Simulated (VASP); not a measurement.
# Na2S (Fm-3m) in VASP: single point with PBEsol

Aim: the single point of Na2S with PBEsol.

Everything below comes from runs of VASP 6.6.1. Logs are shortened: lines on timing, memory, paths and dates and some standing lists are left out, and cuts for length are marked.

### Step 1. The cell of the first run

The structure is cubic, space group Fm-3m (No. 225). Conventional cell: a = 6.526 Å, b = 6.526 Å, c = 6.526 Å, α = 90.00°, β = 90.00°, γ = 90.00°. Na (site symmetry -43m) has 4 S at 2.83 Å and 6 Na at 3.26 Å within 3.7 Å. S (site symmetry m-3m) has 8 Na at 2.83 Å within 3.7 Å.

### Step 2. Single point, PBEsol

Contents of INCAR:

```
PREC = Accurate
ENCUT = 500
EDIFF = 1E-6
ISMEAR = 0
SIGMA = 0.05
LREAL = F
LASPH = T
NELM = 120
ALGO = Normal
ISIF = 2
LWAVE = F
LCHARG = F
GGA = PS
NBANDS = 17
GGA_COMPAT = F
```

Contents of KPOINTS:

```
regular mesh
0
Gamma
  8 8 8
```

Contents of POSCAR:

```
Na2S
1.0
    0.0000000000      3.2630000000      3.2630000000
    3.2630000000      0.0000000000      3.2630000000
    3.2630000000      3.2630000000      0.0000000000
Na S
2 1
Direct
    0.2500000000      0.2500000000      0.2500000000
    0.7500000000      0.7500000000      0.7500000000
    0.0000000000      0.0000000000      0.0000000000
```

Potentials or basis: VASP PAW PBE potentials, release 64 (Na_pv, S).

On the command line:

```sh
> cat potpaw_PBE.64/Na_pv/POTCAR potpaw_PBE.64/S/POTCAR > POTCAR
> mpirun -np 1 vasp_std > vasp.out
```

OUTCAR:

```text
PREC = Accurate
   ENCUT = 500
   EDIFF = 1E-6
   ISMEAR = 0
   LREAL = F
   LASPH = T
   NELM = 120
   ISIF = 2
   GGA = PS

 ion  position               nearest neighbor table
   1  0.250  0.250  0.250-
   2  0.750  0.750  0.750-
   3  0.000  0.000  0.000-

  LATTYP: Found a face centered cubic cell.
 ALAT       =     6.5260000000

  Lattice vectors:

 A1 = (   0.0000000000,   3.2630000000,   3.2630000000)
 A2 = (   3.2630000000,   0.0000000000,   3.2630000000)
 A3 = (   3.2630000000,   3.2630000000,   0.0000000000)

Analysis of symmetry for initial positions (statically):
=====================================================================
 Subroutine PRICEL returns:
 Original cell was already a primitive cell.

 Routine SETGRP: Setting up the symmetry group for a
 face centered cubic supercell.

 Subroutine GETGRP returns: Found 48 space group operations
 (whereof 48 operations were pure point group operations)
 out of a pool of 48 trial point group operations.

The static configuration has the point symmetry O_h .

Analysis of symmetry for dynamics (positions and initial velocities):
=====================================================================
 Subroutine PRICEL returns:
 Original cell was already a primitive cell.

 Routine SETGRP: Setting up the symmetry group for a
 face centered cubic supercell.

 Subroutine GETGRP returns: Found 48 space group operations
 (whereof 48 operations were pure point group operations)
 out of a pool of 48 trial point group operations.

The dynamic configuration has the point symmetry O_h .

 Subroutine INISYM returns: Found 48 space group operations
 (whereof 48 operations are pure point group operations),
 and found     1 'primitive' translations

----------------------------------------------------------------------------------------

                                     Primitive cell

  volume of cell :      69.4834

  direct lattice vectors                    reciprocal lattice vectors
     0.000000000  3.263000000  3.263000000    -0.153233221  0.153233221  0.153233221
     3.263000000  0.000000000  3.263000000     0.153233221 -0.153233221  0.153233221
     3.263000000  3.263000000  0.000000000     0.153233221  0.153233221 -0.153233221

  length of vectors
     4.614578854  4.614578854  4.614578854     0.265407724  0.265407724  0.265407724

  position of ions in fractional coordinates (direct lattice)
     0.250000000  0.250000000  0.250000000
     0.750000000  0.750000000  0.750000000
     0.000000000  0.000000000  0.000000000

  ion indices of the primitive-cell ions
   primitive index   ion index
                 1           1
                 2           2
                 3           3

----------------------------------------------------------------------------------------

 KPOINTS: regular mesh

Automatic generation of k-mesh.
 Grid dimensions read from file:
 generate k-points for:    8    8    8

 Generating k-lattice:

  Cartesian coordinates                     Fractional coordinates (reciprocal lattice)
    -0.019154153  0.019154153  0.019154153     0.125000000  0.000000000  0.000000000
     0.019154153 -0.019154153  0.019154153     0.000000000  0.125000000  0.000000000
     0.019154153  0.019154153 -0.019154153     0.000000000  0.000000000  0.125000000

  Length of vectors
     0.033175966  0.033175966  0.033175966

  Shift w.r.t. Gamma in fractional coordinates (k-lattice)
     0.000000000  0.000000000  0.000000000

 Subroutine IBZKPT returns following result:
 ===========================================

 Found     29 irreducible k-points:

 Following reciprocal coordinates:
            Coordinates               Weight
  0.000000  0.000000  0.000000      1.000000
  0.125000  0.000000  0.000000      8.000000
  0.250000  0.000000  0.000000      8.000000
  0.375000  0.000000  0.000000      8.000000
  0.500000  0.000000  0.000000      4.000000
  0.125000  0.125000  0.000000      6.000000
[... 16 lines left out ...]
  0.500000  0.250000  0.125000     48.000000
 -0.375000  0.250000  0.125000     24.000000
 [... further k-points ...]
   k-points           NKPTS =     29   k-points in BZ     NKDIM =     29   number of bands    NBANDS=     17
   number of dos      NEDOS =    301   number of ions     NIONS =      3
   total plane-waves  NPLWV =  46656
   dimension x,y,z NGX =    36 NGY =   36 NGZ =   36
   dimension x,y,z NGXF=    72 NGYF=   72 NGZF=   72
   ions per type =               2   1
   NGX,Y,Z   is equivalent  to a cutoff of  12.97, 12.97, 12.97 a.u.
   NGXF,Y,Z  is equivalent  to a cutoff of  25.94, 25.94, 25.94 a.u.
 SYSTEM =  unknown system
   PREC   = accura    normal or accurate (medium, high low for compatibility)
   ISTART =      0    job   : 0-new  1-cont  2-samecut
   ICHARG =      2    charge: 1-file 2-atom 10-const
   ISPIN  =      1    spin polarized calculation?
   LNONCOLLINEAR =      F non collinear calculations
   LSORBIT =      F    spin-orbit coupling
   LASPH  =      T    aspherical Exc in radial PAW
   ENCUT  =  500.0 eV  36.75 Ry    6.06 a.u.   8.41  8.41  8.41*2*pi/ulx,y,z
   NELM   =    120;   NELMIN=  2; NELMDL= -5     # of ELM steps
   EDIFF  = 0.1E-05   stopping-criterion for ELM
   LREAL  =      F    real-space projection
   EDIFFG = 0.1E-04   stopping-criterion for IOM
   NSW    =      0    number of steps for IOM
   IBRION =     -1    ionic relax: 0-MD 1-quasi-New 2-CG
   NFREE  =      0    steps in history (QN), initial steepest desc. (CG)
   ISIF   =      2    stress and relaxation
   ISYM   =      2    0-nonsym 1-usesym 2-fastsym
   POTIM  = 0.5000    time-step for ionic-motion
   TEBEG  =    0.0;   TEEND  =   0.0 temperature during run
   PSTRESS=    0.0 pullay stress
   NELECT =      20.0000    total number of electrons
   NUPDOWN=      -1.0000    fix difference up-down
   EMIN   =  10.00;   EMAX   =-10.00  energy-range for DOS
   EFERMI =   0.00;   METHOD = LEGACY
   ISMEAR =     0;   SIGMA  =   0.05  broadening in eV -4-tet -1-fermi 0-gaus
   EFERMI_NEDOS =   21; number of points for ismear=-14 and -15
   IALGO  =     38    algorithm
   IMIX   =      4    mixing-type and parameters
     AMIX     =   0.40;   BMIX     =  1.00
     AMIX_MAG =   1.60;   BMIX_MAG =  1.00
  volume/ion in A,a.u.               =      23.16       156.30
  Fermi-wavevector in a.u.,A,eV,Ry     =   1.080914  2.042631 15.896704  1.168375
  Thomas-Fermi vector in A             =   2.216917
   LORBIT       =      0    0 simple, 1 ext, 2 COOP (PROOUT), +10 PAW based schemes
   GGA     = PS    functional components
   LHFCALC =     F    Hartree Fock is set to
   AEXX    =    0.0000 exact exchange contribution
   IVDW    =     0    specifies the selected vdW correction
   LEPSILON=     F    determine dielectric tensor
   LRPA    =     F    only Hartree local field effects (RPA)
 non-spin polarized calculation
 Gauss-broadening in eV      SIGMA  =   0.05
  energy-cutoff  :      500.00
  volume of cell :       69.48
 maximum number of plane-waves:      1807
 NGX is ok and might be reduce to    36
   NGX = 17   NGY = 17   NGZ = 17

 number of electron      19.9999985 magnetization

 Free energy of the ion-electron system (eV)
  ---------------------------------------------------
  ext. energy  EPLUGINS =         0.00000000
  ---------------------------------------------------
  free energy    TOTEN  =       -10.37459580 eV

  energy without entropy =      -10.37459580  energy(sigma->0) =      -10.37459580

 E-fermi :   0.4466     XC(G=0):  -7.9797

 val. band max:        0.1410865408   @ k =   0.0000   0.0000   0.0000
 cond. band min:       2.5285722229   @ k =   0.0000   0.0000   0.0000
 fundamental gap:      2.3874856822
 Fermi energy:         0.4466186547

 k-point     1 :       0.0000    0.0000    0.0000
  band No.  band energies     occupation
      1     -21.9109      2.00000
      2     -21.9109      2.00000
      3     -21.9109      2.00000
      4     -21.8546      2.00000
      5     -21.8546      2.00000
      6     -21.8546      2.00000
[... 9 lines left out ...]
     16       9.4547      0.00000
     17      11.2702      0.00000

 k-point     2 :       0.1250    0.0000    0.0000
  band No.  band energies     occupation
      1     -21.9095      2.00000
      2     -21.9088      2.00000
      3     -21.9088      2.00000
      4     -21.8579      2.00000
      5     -21.8569      2.00000
      6     -21.8569      2.00000
[... 9 lines left out ...]
     16       9.0630      0.00000
     17      10.8270      0.00000

 k-point     3 :       0.2500    0.0000    0.0000
  band No.  band energies     occupation
      1     -21.9055      2.00000
      2     -21.9031      2.00000
      3     -21.9031      2.00000
      4     -21.8666      2.00000
      5     -21.8633      2.00000
      6     -21.8633      2.00000
[... 9 lines left out ...]
     16       9.2350      0.00000
     17      10.3848      0.00000

 k-point     4 :       0.3750    0.0000    0.0000
  band No.  band energies     occupation
      1     -21.8990      2.00000
      2     -21.8943      2.00000
      3     -21.8943      2.00000
      4     -21.8779      2.00000
      5     -21.8727      2.00000
      6     -21.8727      2.00000
[... 9 lines left out ...]
     16      10.2627      0.00000
     17      10.6506      0.00000

 k-point     5 :       0.5000    0.0000    0.0000
  band No.  band energies     occupation
      1     -21.8922      2.00000
      2     -21.8866      2.00000
      3     -21.8845      2.00000
      4     -21.8845      2.00000
      5     -21.8828      2.00000
      6     -21.8828      2.00000
[... 9 lines left out ...]
     16      11.5451      0.00000
     17      11.5451      0.00000

 k-point     6 :       0.1250    0.1250    0.0000
  band No.  band energies     occupation
      1     -21.9126      2.00000
      2     -21.9126      2.00000
      3     -21.9005      2.00000
      4     -21.8670      2.00000
      5     -21.8535      2.00000
      6     -21.8535      2.00000
[... 9 lines left out ...]
     16       9.6623      0.00000
     17      11.6265      0.00000

 k-point     7 :       0.2500    0.1250    0.0000
  band No.  band energies     occupation
      1     -21.9125      2.00000
      2     -21.9120      2.00000
      3     -21.8899      2.00000
      4     -21.8800      2.00000
      5     -21.8553      2.00000
      6     -21.8548      2.00000
[... 9 lines left out ...]
     16       9.8330      0.00000
     17      11.1541      0.00000

 k-point     8 :       0.3750    0.1250    0.0000
  band No.  band energies     occupation
      1     -21.9092      2.00000
      2     -21.9070      2.00000
      3     -21.8934      2.00000
      4     -21.8784      2.00000
      5     -21.8621      2.00000
      6     -21.8604      2.00000
[... 9 lines left out ...]
     16      10.6817      0.00000
     17      11.0865      0.00000
[... 203 lines left out ...]
      1     -21.9344      2.00000
      2     -21.9201      2.00000
      3     -21.9196      2.00000
      4     -21.8502      2.00000
      5     -21.8497      2.00000
      6     -21.8434      2.00000
[... 9 lines left out ...]
     16      11.9530      0.00000
     17      12.1511      0.00000

 k-point    20 :      -0.3750    0.3750    0.0000
  band No.  band energies     occupation
      1     -21.9343      2.00000
      2     -21.9146      2.00000
      3     -21.9126      2.00000
      4     -21.8578      2.00000
      5     -21.8563      2.00000
      6     -21.8422      2.00000
[... 9 lines left out ...]
     16      10.7858      0.00000
     17      13.0517      0.00000

 k-point    21 :       0.5000    0.5000    0.0000
  band No.  band energies     occupation
      1     -21.9386      2.00000
      2     -21.9226      2.00000
      3     -21.9226      2.00000
      4     -21.8470      2.00000
      5     -21.8470      2.00000
      6     -21.8402      2.00000
[... 9 lines left out ...]
     16      11.7898      0.00000
     17      12.1802      0.00000

 k-point    22 :       0.3750    0.2500    0.1250
  band No.  band energies     occupation
      1     -21.9188      2.00000
      2     -21.9061      2.00000
      3     -21.8951      2.00000
      4     -21.8769      2.00000
      5     -21.8625      2.00000
      6     -21.8497      2.00000
[... 9 lines left out ...]
     16      10.6833      0.00000
     17      11.7418      0.00000

 k-point    23 :       0.5000    0.2500    0.1250
  band No.  band energies     occupation
      1     -21.9210      2.00000
      2     -21.9080      2.00000
      3     -21.8967      2.00000
      4     -21.8732      2.00000
      5     -21.8650      2.00000
      6     -21.8500      2.00000
[... 9 lines left out ...]
     16      11.1935      0.00000
     17      12.0567      0.00000

 k-point    24 :      -0.3750    0.2500    0.1250
  band No.  band energies     occupation
      1     -21.9196      2.00000
      2     -21.9149      2.00000
      3     -21.8853      2.00000
      4     -21.8851      2.00000
      5     -21.8560      2.00000
      6     -21.8550      2.00000
[... 9 lines left out ...]
     16      10.7361      0.00000
     17      12.0656      0.00000

 [... further k-points ...]

------------------------ aborting loop because EDIFF is reached ----------------------------------------

  FORCE on cell =-STRESS in cart. coord.  units (eV):
  Direction    XX          YY          ZZ          XY          YZ          ZX
  --------------------------------------------------------------------------------------
  -------------------------------------------------------------------------------------
  Total       -0.1216219     -0.1216219     -0.1216219      0.0000000      0.0000000      0.0000000
  in kB       -2.8044085     -2.8044085     -2.8044085      0.0000000      0.0000000      0.0000000
  external PRESSURE =      -2.8044085 kB  Pullay stress =       0.0000000 kB

 VOLUME and BASIS-vectors are now :
 -----------------------------------------------------------------------------
  energy-cutoff  :      500.00
  volume of cell :       69.48
      direct lattice vectors                 reciprocal lattice vectors
     0.000000000  3.263000000  3.263000000    -0.153233221  0.153233221  0.153233221
     3.263000000  0.000000000  3.263000000     0.153233221 -0.153233221  0.153233221
     3.263000000  3.263000000  0.000000000     0.153233221  0.153233221 -0.153233221

 POSITION                                       TOTAL-FORCE (eV/Angst)
 -----------------------------------------------------------------------------------
      1.63150      1.63150      1.63150         0.000000      0.000000      0.000000
      4.89450      4.89450      4.89450        -0.000000     -0.000000     -0.000000
      0.00000      0.00000      0.00000         0.000000     -0.000000      0.000000
 -----------------------------------------------------------------------------------
    total drift:                                0.000000      0.000000      0.000000

  FREE ENERGIE OF THE ION-ELECTRON SYSTEM (eV)
  ---------------------------------------------------
  free  energy   TOTEN  =       -10.3745958013 eV

  energy  without entropy=      -10.3745958013  energy(sigma->0) =      -10.37459580
```

It took 43 s on 1 thread of Intel Xeon 8259CL, shared host; peak memory 0.2 GiB.

What came out:

```
Free energy            : -10.3746 eV
Pressure               : -0.3 GPa
Band gap on the k mesh : 2.39 eV, direct
```

Caveat: the PAW data sets were made with another functional, which shifts forces and pressure a little. PBEsol gaps usually lie below the measured ones, often by a third to a half.
